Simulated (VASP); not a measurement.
SiCl5:

```xyz
6
Lattice="5.6730 0.0000 0.0000 -2.8365 4.9129 0.0000 0.0000 0.0000 7.0443" Properties=species:S:1:pos:R:3 pbc="T T T"
Si    0.0000    0.0000    0.7572
Cl    0.0000    3.2753    1.5579
Cl    2.8365    1.6376    1.5579
Cl    1.7974    0.0000    1.7942
Cl   -0.8987    1.5566    1.7942
Cl    1.9378    3.3563    1.7942
```

The cell was built from a structure type or drawn by symmetry, and may not be a known phase.

| Quantity | Value |
| --- | --- |
| Program | VASP 6.6.1 |
| Task | relaxation of cell and atoms |
| Functional | PBE |
| Potentials or basis | VASP PAW PBE potentials, release 64 (Si, Cl) |
| Cutoff | 600 eV |
| k mesh | 6 × 6 × 4 |
| Occupations | gaussian, width 0.1 eV |
| Spin | no spin polarisation |

At the start: pressure 33.2 GPa; volume 32.72 Å³/atom.

Q: Where does the relaxation end?

A: Over 30 steps the energy falls by 2977.9 meV/atom and the volume is 61.09 Å³/atom (+86.7 %); space group P31m (No. 157, to 0.1 Å) before, P-62m (No. 189, to 0.1 Å).

Step by step:
```tsv
step	energy change (eV)	largest force (eV/Å)	pressure (GPa)	volume (Å³)
1	0.0000	7.4753	33.20	196.33
2	-14.1273	2.2088	-2.21	441.11
3	-15.1632	1.0950	-0.07	332.50
4	-15.1777	1.0696	-0.68	346.43
5	-15.1815	1.0750	-0.45	340.59
6	-15.3762	0.9518	-0.11	334.71
7	-15.6658	0.6538	2.11	317.45
8	-15.6665	1.0015	0.99	323.44
9	-15.6893	0.8615	1.43	320.77
10	-15.7993	0.9615	1.59	323.49
11	-16.0416	1.6579	2.43	331.49
12	-15.5260	6.3907	5.62	346.61
13	-16.0383	2.3187	2.89	334.32
14	-16.1211	2.3889	2.84	337.37
15	-16.3604	2.5825	2.69	346.52
16	-16.7585	2.8630	2.43	364.75
17	-17.1988	2.9912	1.76	400.70
18	-16.5772	1.3772	-0.73	469.08
19	-17.1212	3.1589	1.47	419.93
20	-17.4124	1.3013	0.06	429.61
21	-17.4490	0.6834	-0.54	434.72
22	-17.4864	0.6457	-0.51	431.47
23	-17.5881	0.5237	-0.42	421.78
24	-17.7428	0.3993	-0.22	402.72
25	-17.8479	0.3187	0.23	365.84
26	-17.8499	0.3037	0.18	369.63
27	-17.8473	0.3847	-0.38	371.47
28	-17.8559	0.2577	-0.08	370.45
29	-17.8625	0.1658	-0.04	369.12
30	-17.8675	0.0157	0.03	366.54
```

Final structure:
```
Si Cl
1.0
     8.27718    0.00000    0.00000
    -4.13859    7.16825    0.00000
     0.00000    0.00000    6.17762
Si Cl
1 5
Direct
  0.00000 0.00000 0.21892
  0.33333 0.66667 0.21854
  0.66667 0.33333 0.21854
  0.23726 0.00000 0.21930
  0.00000 0.23726 0.21930
  0.76274 0.76274 0.21930
```

Caveat: the volume moved by over 15 % at a fixed basis, so the end points are rough; an odd number of electrons without spin polarisation forces a metal; a magnetic or distorted state may lie lower.
